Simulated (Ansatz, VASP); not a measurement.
# HfRu3: VASP beside Ansatz

File INCAR:

```
ALGO = Normal
EDIFF = 1E-7
ENCUT = 520
GGA = PS
ISIF = 2
ISMEAR = 0
LASPH = True
LCHARG = False
LREAL = False
LWAVE = False
NBANDS = 34
NELM = 80
PREC = Accurate
SIGMA = 0.05
```

File KPOINTS:

```
k-points
0
Gamma
  8 8 8
```

POSCAR

```
HfRu3
1.0
    3.8502215604      0.0000000000      0.0000000000
    0.0000000000      3.8502215604      0.0000000000
    0.0000000000      0.0000000000      3.8502215604
Hf Ru
1 3
Direct
    0.0000000000      0.0000000000      0.0000000000
    0.0000000000      0.5000000000      0.5000000000
    0.5000000000      0.5000000000      0.0000000000
    0.5000000000      0.0000000000      0.5000000000
```

Input for Ansatz:

```yaml
crystal:
  lattice:
    - [3.8502215604, 0.0, 0.0]
    - [0.0, 3.8502215604, 0.0]
    - [0.0, 0.0, 3.8502215604]
  atoms:
    - { symbol: Hf, position: [0.0, 0.0, 0.0] }
    - { symbol: Ru, position: [0.0, 0.5, 0.5] }
    - { symbol: Ru, position: [0.5, 0.5, 0.0] }
    - { symbol: Ru, position: [0.5, 0.0, 0.5] }
basis:
  ecutwfc: 420
  ecutrho_ratio: 4
kpoints:
  mp_grid: { grid: [8, 8, 8] }
hamiltonian:
  xc: pbesol
scf:
  occupations: { method: gaussian, width: 0.05 }
output:
  forces: true
  stress: true
  eigenvalues: true
```

Alike in both runs: task single point; functional PBEsol; k mesh 8 × 8 × 8; occupations gaussian, width 0.05 eV; no spin polarisation.

|  | VASP | Ansatz |
| --- | --- | --- |
| version | VASP 6.6.1 | Ansatz 0.2.0 |
| potentials or method | VASP PAW PBE potentials, release 64 (Hf_pv, Ru_pv), cutoff 520 eV | scalar-relativistic, plane waves, PAW |
| valence electrons in the cell | 52 | 74 |

```csv
,VASP,Ansatz,Ansatz less VASP
pressure (GPa),10.5,11.5,+0.92
```

VASP's potentials were made for PBE, not for PBEsol. VASP's potentials hold 52 valence electrons a cell and Ansatz's 74, so a difference there can come from the potentials and not from the codes.

Spin-orbit coupling is off throughout.
